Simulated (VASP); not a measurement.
# AgPt20 in VASP: single point with PBE

Aim: the single point of AgPt20 with PBE.

Everything below comes from runs of VASP 6.6.1. Logs are shortened: lines on timing, memory, paths and dates and some standing lists are left out, and cuts for length are marked.

## 1. The cell of the first run

The cell holds a slab with vacuum, 21 atoms: a = 4.806 Å, b = 4.806 Å, c = 30.593 Å, α = 90.00°, β = 90.00°, γ = 60.00°.

## 2. Single point, PBE

Contents of INCAR:

```
SYSTEM = AgPt20
PREC     = Accurate       ! precision mode
ENCUT    = 520            ! plane-wave cutoff, eV
EDIFF    = 1E-7           ! SCF threshold, eV
ISMEAR   = 0              ! smearing method
SIGMA    = 0.1            ! smearing width, eV
LREAL    = Auto         
LASPH    = .True.         ! aspherical terms in the spheres
NELM     = 100            ! most SCF steps
ALGO     = Normal         ! electronic algorithm
ISIF     = 2              ! what is computed and relaxed
LWAVE    = .False.        ! write WAVECAR
LCHARG   = .True.         ! write CHGCAR
LDIPOL   = .True.       
IDIPOL   = 3            
DIPOL    = 0.5 0.5 0.500
GGA      = PE             ! functional
LELF     = .True.         ! ELF
LVHAR    = .True.       
LVACPOTAV= .True.       
NBANDS   = 122            ! bands
```

Contents of KPOINTS:

```
regular mesh
0
Gamma
  10 10 1
  0 0 0
```

Contents of POSCAR:

```
AgPt20
1.0
    4.1620305140      2.4029494377      0.0000000000
    0.0000000000      4.8058988753      0.0000000000
    0.0000000000      0.0000000000     30.5931347378
Pt Ag
20 1
Direct
    0.0000000000      0.0000000000      0.2712848368
    0.3333333333      0.3333333333      0.2713876007
    0.6666666667      0.6666666667      0.2713876007
    0.3330381348      0.0000000000      0.3480004231
    0.6669618652      0.3330381348      0.3480004231
    0.0000000000      0.6669618652      0.3480004231
    0.6662611812      1.0000000000      0.4237467384
    0.0000000000      0.3337388188      0.4237467384
    0.3337388188      0.6662611812      0.4237467384
    0.0000000000      1.0000000000      0.4991584662
    0.3333333333      0.3333333333      0.4996548101
    0.6666666667      0.6666666667      0.4996548101
    0.3320592781      0.0000000000      0.5754611675
    0.6679407219      0.3320592781      0.5754611675
    0.0000000000      0.6679407219      0.5754611675
    0.6715189108      0.0000000000      0.6517825189
    1.0000000000      0.3284810892      0.6517825189
    0.3284810892      0.6715189108      0.6517825189
    0.3333333333      0.3333333333      0.7254875044
    0.6666666667      0.6666666667      0.7254875044
    1.0000000000      0.0000000000      0.7395243228
```

Potentials or basis: VASP PAW PBE potentials, release 64 (Pt, Ag).

Launch:

```bash
cat potpaw_PBE.64/Pt/POTCAR potpaw_PBE.64/Ag/POTCAR > POTCAR
mpirun -np 1 vasp_std > vasp.out
```

OUTCAR:

```text
SYSTEM = AgPt20
   PREC = Accurate
   ENCUT = 520
   EDIFF = 1E-7
   ISMEAR = 0
   LREAL = Auto
   LASPH = .True.
   NELM = 100
   ISIF = 2
   GGA = PE

 ion  position               nearest neighbor table
   1  0.000  0.000  0.271-   2 2.77   3 2.77   3 2.77   2 2.77   3 2.77   2 2.77   5 2.84   6 2.84
                             4 2.84
   2  0.333  0.333  0.271-   3 2.77   3 2.77   3 2.77   1 2.77   1 2.77   1 2.77   4 2.84   6 2.84
                             5 2.84
   3  0.667  0.667  0.271-   2 2.77   2 2.77   2 2.77   1 2.77   1 2.77   1 2.77   6 2.84   4 2.84
                             5 2.84
   4  0.333  0.000  0.348-   5 2.77   6 2.77   5 2.78   6 2.78   6 2.78   5 2.78   7 2.82   8 2.82
                             9 2.82   2 2.84   3 2.84   1 2.84
   5  0.667  0.333  0.348-   6 2.77   4 2.77   4 2.78   6 2.78   4 2.78   6 2.78   9 2.82   7 2.82
                             8 2.82   3 2.84   2 2.84   1 2.84
   6  0.000  0.667  0.348-   5 2.77   4 2.77   5 2.78   4 2.78   4 2.78   5 2.78   8 2.82   7 2.82
                             9 2.82   3 2.84   2 2.84   1 2.84
   7  0.666  0.000  0.424-   8 2.77   8 2.77   9 2.77   9 2.77   9 2.78   8 2.78  10 2.81   4 2.82
                             6 2.82   5 2.82  12 2.82  11 2.82
   8  0.000  0.334  0.424-   7 2.77   7 2.77   9 2.77   9 2.77   9 2.78   7 2.78  10 2.81   6 2.82
                             4 2.82   5 2.82  11 2.82  12 2.82
   9  0.334  0.666  0.424-   7 2.77   8 2.77   8 2.77   7 2.77   8 2.78   7 2.78  10 2.81   5 2.82
[... 11 lines left out ...]
  15  0.000  0.668  0.575-  14 2.76  13 2.76  14 2.78  13 2.78  13 2.78  14 2.78  12 2.82  11 2.82
                            16 2.82  18 2.82  10 2.83  17 2.85
  16  0.672  0.000  0.652-  18 2.73  17 2.73  20 2.77  19 2.77  18 2.80  17 2.80  17 2.80  18 2.80
                            15 2.82  14 2.82  13 2.85  21 3.11
  17  0.000  0.328  0.652-  18 2.73  16 2.73  19 2.77  20 2.77  18 2.80  16 2.80  16 2.80  18 2.80
                            13 2.82  14 2.82  15 2.85  21 3.11
  18  0.328  0.672  0.652-  17 2.73  16 2.73  19 2.77  20 2.77  16 2.80  17 2.80  17 2.80  16 2.80
                            13 2.82  15 2.82  14 2.85  21 3.11
  19  0.333  0.333  0.725-  17 2.77  16 2.77  18 2.77  20 2.77  20 2.77  20 2.77  21 2.81  21 2.81
                            21 2.81
  20  0.667  0.667  0.725-  16 2.77  17 2.77  18 2.77  19 2.77  19 2.77  19 2.77  21 2.81  21 2.81
                            21 2.81
  21  0.000  0.000  0.740-  19 2.81  20 2.81  20 2.81  19 2.81  20 2.81  19 2.81  18 3.11  17 3.11
                            16 3.11

  LATTYP: Found a hexagonal cell.
 ALAT       =     4.8058988753
 C/A-ratio  =     6.3657466650

  Lattice vectors:

 A1 = (   0.0000000000,  -4.8058988753,   0.0000000000)
 A2 = (   4.1620305140,   2.4029494377,   0.0000000000)
 A3 = (   0.0000000000,   0.0000000000,  30.5931347378)

Analysis of symmetry for initial positions (statically):
=====================================================================
 Subroutine PRICEL returns:
 Original cell was already a primitive cell.

 Routine SETGRP: Setting up the symmetry group for a
 hexagonal supercell.

 Subroutine GETGRP returns: Found  6 space group operations
 (whereof  6 operations were pure point group operations)
 out of a pool of 24 trial point group operations.

The static configuration has the point symmetry C_3v.

Analysis of symmetry for dynamics (positions and initial velocities):
=====================================================================
 Subroutine PRICEL returns:
 Original cell was already a primitive cell.

 Routine SETGRP: Setting up the symmetry group for a
 hexagonal supercell.

 Subroutine GETGRP returns: Found  6 space group operations
 (whereof  6 operations were pure point group operations)
 out of a pool of 24 trial point group operations.

The dynamic configuration has the point symmetry C_3v.

 Subroutine INISYM returns: Found  6 space group operations
 (whereof  6 operations are pure point group operations),
 and found     1 'primitive' translations

----------------------------------------------------------------------------------------

                                     Primitive cell

  volume of cell :     611.9330

  direct lattice vectors                    reciprocal lattice vectors
     4.162030514  2.402949438  0.000000000     0.240267340  0.000000000  0.000000000
     0.000000000  4.805898875  0.000000000    -0.120133670  0.208077620  0.000000000
     0.000000000  0.000000000 30.593134738     0.000000000  0.000000000  0.032687072

  length of vectors
     4.805898875  4.805898875 30.593134738     0.240267340  0.240267340  0.032687072

  position of ions in fractional coordinates (direct lattice)
     0.000000000  0.000000000  0.271284837
     0.333333333  0.333333333  0.271387601
     0.666666667  0.666666667  0.271387601
     0.333038135  1.000000000  0.348000423
     0.666961865  0.333038135  0.348000423
     0.000000000  0.666961865  0.348000423
[... 13 lines left out ...]
     0.666666667  0.666666667  0.725487504
     0.000000000  0.000000000  0.739524323

  ion indices of the primitive-cell ions
   primitive index   ion index
                 1           1
                 2           2
                 3           3
                 4           4
                 5           5
                 6           6
[... 13 lines left out ...]
                20          20
                21          21

----------------------------------------------------------------------------------------

 KPOINTS: regular mesh

Automatic generation of k-mesh.
 Grid dimensions read from file:
 generate k-points for:   10   10    1

 Generating k-lattice:

  Cartesian coordinates                     Fractional coordinates (reciprocal lattice)
     0.024026734  0.000000000  0.000000000     0.100000000  0.000000000  0.000000000
    -0.012013367  0.020807762  0.000000000     0.000000000  0.100000000  0.000000000
     0.000000000  0.000000000  0.032687072     0.000000000  0.000000000  1.000000000

  Length of vectors
     0.024026734  0.024026734  0.032687072

  Shift w.r.t. Gamma in fractional coordinates (k-lattice)
     0.000000000  0.000000000  0.000000000

 Subroutine IBZKPT returns following result:
 ===========================================

 Found     14 irreducible k-points:

 Following reciprocal coordinates:
            Coordinates               Weight
  0.000000  0.000000  0.000000      1.000000
  0.100000  0.000000  0.000000      6.000000
  0.200000  0.000000  0.000000      6.000000
  0.300000  0.000000  0.000000      6.000000
  0.400000  0.000000  0.000000      6.000000
  0.500000  0.000000  0.000000      3.000000
  0.200000  0.100000  0.000000      6.000000
  0.300000  0.100000  0.000000     12.000000
  0.400000  0.100000  0.000000     12.000000
  0.500000  0.100000  0.000000     12.000000
  0.400000  0.200000  0.000000      6.000000
  0.500000  0.200000  0.000000     12.000000
 -0.400000  0.200000  0.000000      6.000000
 -0.400000  0.300000  0.000000      6.000000
   k-points           NKPTS =     14   k-points in BZ     NKDIM =     14   number of bands    NBANDS=    122
   number of dos      NEDOS =    301   number of ions     NIONS =     21
   total plane-waves  NPLWV = 311040
   dimension x,y,z NGX =    36 NGY =   36 NGZ =  240
   dimension x,y,z NGXF=    72 NGYF=   72 NGZF=  480
   ions per type =              20   1
   NGX,Y,Z   is equivalent  to a cutoff of  12.45, 12.45, 13.04 a.u.
   NGXF,Y,Z  is equivalent  to a cutoff of  24.91, 24.91, 26.08 a.u.
 SYSTEM =  AgPt20
   PREC   = accura    normal or accurate (medium, high low for compatibility)
   ISTART =      0    job   : 0-new  1-cont  2-samecut
   ICHARG =      2    charge: 1-file 2-atom 10-const
   ISPIN  =      1    spin polarized calculation?
   LNONCOLLINEAR =      F non collinear calculations
   LSORBIT =      F    spin-orbit coupling
   LASPH  =      T    aspherical Exc in radial PAW
   ENCUT  =  520.0 eV  38.22 Ry    6.18 a.u.   8.94  8.94 56.88*2*pi/ulx,y,z
   NELM   =    100;   NELMIN=  2; NELMDL= -5     # of ELM steps
   EDIFF  = 0.1E-06   stopping-criterion for ELM
   LREAL  =      T    real-space projection
   EDIFFG = 0.1E-05   stopping-criterion for IOM
   NSW    =      0    number of steps for IOM
   IBRION =     -1    ionic relax: 0-MD 1-quasi-New 2-CG
   NFREE  =      0    steps in history (QN), initial steepest desc. (CG)
   ISIF   =      2    stress and relaxation
   ISYM   =      2    0-nonsym 1-usesym 2-fastsym
   POTIM  = 0.5000    time-step for ionic-motion
   TEBEG  =    0.0;   TEEND  =   0.0 temperature during run
   PSTRESS=    0.0 pullay stress
   NELECT =     211.0000    total number of electrons
   NUPDOWN=      -1.0000    fix difference up-down
   EMIN   =  10.00;   EMAX   =-10.00  energy-range for DOS
   EFERMI =   0.00;   METHOD = LEGACY
   ISMEAR =     0;   SIGMA  =   0.10  broadening in eV -4-tet -1-fermi 0-gaus
   EFERMI_NEDOS =   21; number of points for ismear=-14 and -15
   IALGO  =     38    algorithm
   IMIX   =      4    mixing-type and parameters
     AMIX     =   0.40;   BMIX     =  1.00
     AMIX_MAG =   1.60;   BMIX_MAG =  1.00
  volume/ion in A,a.u.               =      29.14       196.64
  Fermi-wavevector in a.u.,A,eV,Ry     =   1.147980  2.169368 17.930551  1.317858
  Thomas-Fermi vector in A             =   2.284657
   LORBIT       =      0    0 simple, 1 ext, 2 COOP (PROOUT), +10 PAW based schemes
   GGA     = PE    functional components
   LHFCALC =     F    Hartree Fock is set to
   AEXX    =    0.0000 exact exchange contribution
   IVDW    =     0    specifies the selected vdW correction
   LEPSILON=     F    determine dielectric tensor
   LRPA    =     F    only Hartree local field effects (RPA)
 non-spin polarized calculation
 Gauss-broadening in eV      SIGMA  =   0.10
  energy-cutoff  :      520.00
  volume of cell :      611.93
 maximum number of plane-waves:     16539
   NGX = 17   NGY = 17   NGZ =113

 dipolmoment           0.000000      0.000000      0.050810 electrons x Angstroem

 number of electron     210.9999982 magnetization

 dipolmoment           0.000000      0.000000     -0.044422 electrons x Angstroem

 Free energy of the ion-electron system (eV)
  ---------------------------------------------------
  ext. energy  EPLUGINS =         0.00000000
  ---------------------------------------------------
  free energy    TOTEN  =      -121.25981610 eV

  energy without entropy =     -121.05151428  energy(sigma->0) =     -121.15566519

 E-fermi :   3.0406     XC(G=0):  -7.6701

 val. band max:        3.0393888314   @ k =   0.5000   0.0000   0.0000
 cond. band min:       3.0414589408   @ k =   0.5000   0.2000   0.0000
 fundamental gap:      0.0020701094
 Fermi energy:         3.0406342497

 k-point     1 :       0.0000    0.0000    0.0000
  band No.  band energies     occupation
      1      -6.6687      2.00000
      2      -6.0786      2.00000
      3      -5.3092      2.00000
      4      -4.5736      2.00000
      5      -4.1594      2.00000
      6      -3.8923      2.00000
[... 1669 lines left out ...]
    116       3.2955      0.00031
    117       3.3095      0.00014
 [bands above 117 left out]

------------------------ aborting loop because EDIFF is reached ----------------------------------------

  FORCE on cell =-STRESS in cart. coord.  units (eV):
  Direction    XX          YY          ZZ          XY          YZ          ZX
  --------------------------------------------------------------------------------------
  -------------------------------------------------------------------------------------
  Total       -3.9154917     -3.9154917     -0.9089399     -0.0000000     -0.0000000      0.0000000
  in kB      -10.2516323    -10.2516323     -2.3798078     -0.0000000     -0.0000000      0.0000000
  external PRESSURE =      -7.6276908 kB  Pullay stress =       0.0000000 kB

 VOLUME and BASIS-vectors are now :
 -----------------------------------------------------------------------------
  energy-cutoff  :      520.00
  volume of cell :      611.93
      direct lattice vectors                 reciprocal lattice vectors
     4.162030514  2.402949438  0.000000000     0.240267340  0.000000000  0.000000000
     0.000000000  4.805898875  0.000000000    -0.120133670  0.208077620  0.000000000
     0.000000000  0.000000000 30.593134738     0.000000000  0.000000000  0.032687072

 POSITION                                       TOTAL-FORCE (eV/Angst)
 -----------------------------------------------------------------------------------
      0.00000      0.00000      8.29945        -0.000000     -0.000000      0.020307
      1.38734      2.40295      8.30260        -0.000000     -0.000000      0.019613
      2.77469      4.80590      8.30260        -0.000000     -0.000000      0.019613
      1.38611      0.80027     10.64642         0.000829      0.000479     -0.003437
      2.77592      3.20322     10.64642        -0.000829      0.000479     -0.003437
      0.00000      3.20535     10.64642        -0.000000     -0.000957     -0.003437
[... 13 lines left out ...]
      2.77469      4.80590     22.19494        -0.000000     -0.000000     -0.020147
      0.00000      0.00000     22.62437        -0.000000     -0.000000     -0.005791
 -----------------------------------------------------------------------------------
    total drift:                               -0.000000      0.000000      0.000713

  FREE ENERGIE OF THE ION-ELECTRON SYSTEM (eV)
  ---------------------------------------------------
  free  energy   TOTEN  =      -121.2598160958 eV

  energy  without entropy=     -121.0515142786  energy(sigma->0) =     -121.15566519

 vacuum level on the upper side and lower side of the slab         8.373         8.775
```

It took 72 min on 1 thread of Intel Xeon 6975P-C (Granite Rapids), shared host; peak memory 1 GiB.

What came out:

| Property | Result |
| --- | --- |
| Free energy | -121.2598 eV |
| Largest force | 0.020 eV/Å |

Forces in eV/Å, atoms in the order of the input:
```
Pt   0.000  0.000  0.020
Pt   0.000  0.000  0.020
Pt   0.000  0.000  0.020
Pt   0.001  0.000 -0.003
Pt  -0.001  0.000 -0.003
Pt   0.000 -0.001 -0.003
Pt   0.001  0.000 -0.003
Pt   0.000 -0.001 -0.003
Pt  -0.001  0.000 -0.003
Pt   0.000  0.000  0.006
Pt   0.000  0.000  0.001
Pt   0.000  0.000  0.001
Pt   0.000  0.000 -0.001
Pt   0.000  0.000 -0.001
Pt   0.000  0.000 -0.001
Pt   0.000  0.000  0.000
Pt   0.000  0.000  0.000
Pt   0.000  0.000  0.000
Pt   0.000  0.000 -0.020
Pt   0.000  0.000 -0.020
Ag   0.000  0.000 -0.006
```

Levels at points of the mesh, in eV from the Fermi level:
| k point | band 102 | band 103 | band 104 | band 105 | band 106 | band 107 | band 108 | band 109 |
| --- | --- | --- | --- | --- | --- | --- | --- | --- |
| (0.00, 0.00, 0.00) | -0.30 | -0.30 | -0.26 | -0.19 | -0.19 | -0.16 | -0.11 | -0.11 |
| (0.50, 0.00, 0.00) | -0.11 | -0.10 | -0.06 | 0.00 | 0.16 | 0.20 | 0.21 | 0.22 |

Caveat: spin-orbit coupling is left out, which moves the levels of the heavy elements.
